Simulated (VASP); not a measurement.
# Pd (Fd-3m) in VASP: further runs, part 2 of 3

VASP 6.6.1. Earlier steps stand in the parts before.

### 3 Single point, r2SCAN (24.58 Å³/atom)

This run uses another cell than the first one, of 24.58 Å³/atom.

Input file POSCAR:

```
Pd
1.0
    0.0000000000      2.9074140974      2.9074140974
    2.9074140974      0.0000000000      2.9074140974
    2.9074140974      2.9074140974      0.0000000000
Pd
2
Direct
    0.1250000000      0.1250000000      0.1250000000
    0.8750000000      0.8750000000      0.8750000000
```

Input file INCAR.step1:

```
PREC = Accurate
ENCUT = 520
ISMEAR = -1
SIGMA = 0.1
LREAL = False
LASPH = True
NELM = 100
NBANDS = 17
GGA = PE
ALGO = Normal
EDIFF = 1E-4
LWAVE = True
LCHARG = False
```

Input file INCAR.step2:

```
PREC = Accurate
ENCUT = 520
EDIFF = 1E-6
ISMEAR = -1
SIGMA = 0.1
LREAL = False
LASPH = True
NELM = 100
ALGO = Normal
ISIF = 2
LWAVE = False
LCHARG = False
METAGGA = R2SCAN
LMIXTAU = True
NBANDS = 17
ISTART = 1
```

Input file KPOINTS:

```
Automatic mesh
0
Gamma
  11 11 11
```

Potentials or basis: VASP PAW PBE potentials, release 64 (Pd).

Run with:

```bash
cat potpaw_PBE.64/Pd/POTCAR > POTCAR
cp INCAR.step1 INCAR
mpirun -np 1 vasp_std > vasp.out
cp INCAR.step2 INCAR
mpirun -np 1 vasp_std > vasp.out
```

OUTCAR:

```text
PREC = Accurate
   ENCUT = 520
   EDIFF = 1E-6
   ISMEAR = -1
   LREAL = False
   LASPH = True
   NELM = 100
   ISIF = 2
   METAGGA = R2SCAN
   ISTART = 1

 ion  position               nearest neighbor table
   1  0.125  0.125  0.125-   2 2.52   2 2.52   2 2.52   2 2.52
   2  0.875  0.875  0.875-   1 2.52   1 2.52   1 2.52   1 2.52

  LATTYP: Found a face centered cubic cell.
 ALAT       =     5.8148281948

  Lattice vectors:

 A1 = (   0.0000000000,   2.9074140974,   2.9074140974)
 A2 = (   2.9074140974,   0.0000000000,   2.9074140974)
 A3 = (   2.9074140974,   2.9074140974,   0.0000000000)

Analysis of symmetry for initial positions (statically):
=====================================================================
 Subroutine PRICEL returns:
 Original cell was already a primitive cell.

 Routine SETGRP: Setting up the symmetry group for a
 face centered cubic supercell.

 Subroutine GETGRP returns: Found 48 space group operations
 (whereof 12 operations were pure point group operations)
 out of a pool of 48 trial point group operations.

The static configuration has the point symmetry D_3d.
 The point group associated with its full space group is O_h .

Analysis of symmetry for dynamics (positions and initial velocities):
=====================================================================
 Subroutine PRICEL returns:
 Original cell was already a primitive cell.

 Routine SETGRP: Setting up the symmetry group for a
 face centered cubic supercell.

 Subroutine GETGRP returns: Found 48 space group operations
 (whereof 12 operations were pure point group operations)
 out of a pool of 48 trial point group operations.

The dynamic configuration has the point symmetry D_3d.
 The point group associated with its full space group is O_h .

 Subroutine INISYM returns: Found 48 space group operations
 (whereof 12 operations are pure point group operations),
 and found     1 'primitive' translations

----------------------------------------------------------------------------------------

                                     Primitive cell

  volume of cell :      49.1531

  direct lattice vectors                    reciprocal lattice vectors
     0.000000000  2.907414097  2.907414097    -0.171974127  0.171974127  0.171974127
     2.907414097  0.000000000  2.907414097     0.171974127 -0.171974127  0.171974127
     2.907414097  2.907414097  0.000000000     0.171974127  0.171974127 -0.171974127

  length of vectors
     4.111704448  4.111704448  4.111704448     0.297867925  0.297867925  0.297867925

  position of ions in fractional coordinates (direct lattice)
     0.125000000  0.125000000  0.125000000
     0.875000000  0.875000000  0.875000000

  ion indices of the primitive-cell ions
   primitive index   ion index
                 1           1
                 2           2

----------------------------------------------------------------------------------------

 KPOINTS: Automatic mesh

Automatic generation of k-mesh.
 Grid dimensions read from file:
 generate k-points for:   11   11   11

 Generating k-lattice:

  Cartesian coordinates                     Fractional coordinates (reciprocal lattice)
    -0.015634012  0.015634012  0.015634012     0.090909091  0.000000000  0.000000000
     0.015634012 -0.015634012  0.015634012     0.000000000  0.090909091  0.000000000
     0.015634012  0.015634012 -0.015634012     0.000000000  0.000000000  0.090909091

  Length of vectors
     0.027078902  0.027078902  0.027078902

  Shift w.r.t. Gamma in fractional coordinates (k-lattice)
     0.000000000  0.000000000  0.000000000

 Subroutine IBZKPT returns following result:
 ===========================================

 Found     56 irreducible k-points:

 Following reciprocal coordinates:
            Coordinates               Weight
  0.000000  0.000000  0.000000      1.000000
  0.090909  0.000000  0.000000      8.000000
  0.181818  0.000000  0.000000      8.000000
  0.272727  0.000000  0.000000      8.000000
  0.363636  0.000000  0.000000      8.000000
  0.454545  0.000000  0.000000      8.000000
[... 16 lines left out ...]
 -0.272727  0.181818  0.000000     24.000000
 -0.181818  0.181818  0.000000     12.000000
 [... further k-points ...]
   k-points           NKPTS =     56   k-points in BZ     NKDIM =     56   number of bands    NBANDS=     17
   number of dos      NEDOS =    301   number of ions     NIONS =      2
   total plane-waves  NPLWV =  32768
   dimension x,y,z NGX =    32 NGY =   32 NGZ =   32
   dimension x,y,z NGXF=    64 NGYF=   64 NGZF=   64
   ions per type =               2
   NGX,Y,Z   is equivalent  to a cutoff of  12.94, 12.94, 12.94 a.u.
   NGXF,Y,Z  is equivalent  to a cutoff of  25.88, 25.88, 25.88 a.u.
 SYSTEM =  unknown system
   PREC   = accura    normal or accurate (medium, high low for compatibility)
   ISTART =      1    job   : 0-new  1-cont  2-samecut
   ICHARG =      0    charge: 1-file 2-atom 10-const
   ISPIN  =      1    spin polarized calculation?
   LNONCOLLINEAR =      F non collinear calculations
   LSORBIT =      F    spin-orbit coupling
   LASPH  =      T    aspherical Exc in radial PAW
   ENCUT  =  520.0 eV  38.22 Ry    6.18 a.u.   7.65  7.65  7.65*2*pi/ulx,y,z
   NELM   =    100;   NELMIN=  2; NELMDL=  0     # of ELM steps
   EDIFF  = 0.1E-05   stopping-criterion for ELM
   LREAL  =      F    real-space projection
   EDIFFG = 0.1E-04   stopping-criterion for IOM
   NSW    =      0    number of steps for IOM
   IBRION =     -1    ionic relax: 0-MD 1-quasi-New 2-CG
   NFREE  =      0    steps in history (QN), initial steepest desc. (CG)
   ISIF   =      2    stress and relaxation
   ISYM   =      2    0-nonsym 1-usesym 2-fastsym
   POTIM  = 0.5000    time-step for ionic-motion
   TEBEG  =    0.0;   TEEND  =   0.0 temperature during run
   PSTRESS=    0.0 pullay stress
   NELECT =      20.0000    total number of electrons
   NUPDOWN=      -1.0000    fix difference up-down
   EMIN   =  10.00;   EMAX   =-10.00  energy-range for DOS
   EFERMI =   0.00;   METHOD = LEGACY
   ISMEAR =    -1;   SIGMA  =   0.10  broadening in eV -4-tet -1-fermi 0-gaus
   EFERMI_NEDOS =   21; number of points for ismear=-14 and -15
   IALGO  =     38    algorithm
   IMIX   =      4    mixing-type and parameters
     AMIX     =   0.40;   BMIX     =  1.00
     AMIX_MAG =   1.60;   BMIX_MAG =  1.00
  volume/ion in A,a.u.               =      24.58       165.85
  Fermi-wavevector in a.u.,A,eV,Ry     =   1.213113  2.292451 20.022922  1.471643
  Thomas-Fermi vector in A             =   2.348576
   LORBIT       =      0    0 simple, 1 ext, 2 COOP (PROOUT), +10 PAW based schemes
   METAGGA = R2SCAN    functional components
   LHFCALC =     F    Hartree Fock is set to
   AEXX    =    0.0000 exact exchange contribution
   IVDW    =     0    specifies the selected vdW correction
   LEPSILON=     F    determine dielectric tensor
   LRPA    =     F    only Hartree local field effects (RPA)
 non-spin polarized calculation
  energy-cutoff  :      520.00
  volume of cell :       49.15
 maximum number of plane-waves:      1363
   NGX = 15   NGY = 15   NGZ = 15

 number of electron      20.0000002 magnetization

 Free energy of the ion-electron system (eV)
  ---------------------------------------------------
  ext. energy  EPLUGINS =         0.00000000
  ---------------------------------------------------
  free energy    TOTEN  =       -43.56106401 eV

  energy without entropy =      -43.38810757  energy(sigma->0) =      -43.47458579

 E-fermi :   3.7683     XC(G=0): -10.4783

 val. band max:        3.7681723100   @ k =   0.2727   0.1818   0.0000
 cond. band min:       3.7841775555   @ k =  -0.2727   0.4545   0.1818
 fundamental gap:      0.0160052455
 Fermi energy:         3.7682598334

 k-point     1 :       0.0000    0.0000    0.0000
  band No.  band energies     occupation
      1      -0.7029      2.00000
      2       0.3534      2.00000
      3       0.3534      2.00000
      4       0.4844      2.00000
      5       0.4844      2.00000
      6       0.4844      2.00000
[... 9 lines left out ...]
     16      16.1765      0.00000
     17      16.1765      0.00000
[... 441 lines left out ...]
 k-point    24 :      -0.1818    0.1818    0.0000
  band No.  band energies     occupation
      1       0.0322      2.00000
      2       0.1596      2.00000
      3       0.4508      2.00000
      4       0.5751      2.00000
      5       0.7082      2.00000
      6       1.1052      2.00000
[... 9 lines left out ...]
     16      17.3518      0.00000
     17      17.4905      0.00000

 [... further k-points ...]

------------------------ aborting loop because EDIFF is reached ----------------------------------------

  FORCE on cell =-STRESS in cart. coord.  units (eV):
  Direction    XX          YY          ZZ          XY          YZ          ZX
  --------------------------------------------------------------------------------------
  -------------------------------------------------------------------------------------
  Total       -0.8271284     -0.8271284     -0.8271284      0.0000000     -0.0000000     -0.0000000
  in kB      -26.9608028    -26.9608028    -26.9608028      0.0000000     -0.0000000     -0.0000000
  external PRESSURE =     -26.9608028 kB  Pullay stress =       0.0000000 kB

 VOLUME and BASIS-vectors are now :
 -----------------------------------------------------------------------------
  energy-cutoff  :      520.00
  volume of cell :       49.15
      direct lattice vectors                 reciprocal lattice vectors
     0.000000000  2.907414097  2.907414097    -0.171974127  0.171974127  0.171974127
     2.907414097  0.000000000  2.907414097     0.171974127 -0.171974127  0.171974127
     2.907414097  2.907414097  0.000000000     0.171974127  0.171974127 -0.171974127

 POSITION                                       TOTAL-FORCE (eV/Angst)
 -----------------------------------------------------------------------------------
      0.72685      0.72685      0.72685         0.000000      0.000000      0.000000
      5.08797      5.08797      5.08797        -0.000000     -0.000000     -0.000000
 -----------------------------------------------------------------------------------
    total drift:                                0.000000      0.000000     -0.000000

  FREE ENERGIE OF THE ION-ELECTRON SYSTEM (eV)
  ---------------------------------------------------
  free  energy   TOTEN  =       -43.5610640062 eV

  energy  without entropy=      -43.3881075673  energy(sigma->0) =      -43.47458579
```

Wall time 2.5 min (1 thread of Intel Xeon 8259CL, shared host); peak memory 0.2 GiB.

What came out:

| Property | Result |
| --- | --- |
| Free energy | -43.5611 eV |
| Pressure | -2.7 GPa |
| Band gap on the k mesh | zero (bands 10 and 11 overlap by 0.35 eV) |

Caveat: the PAW data sets were made with another functional, which shifts forces and pressure a little.

[end of part 2 of 3]
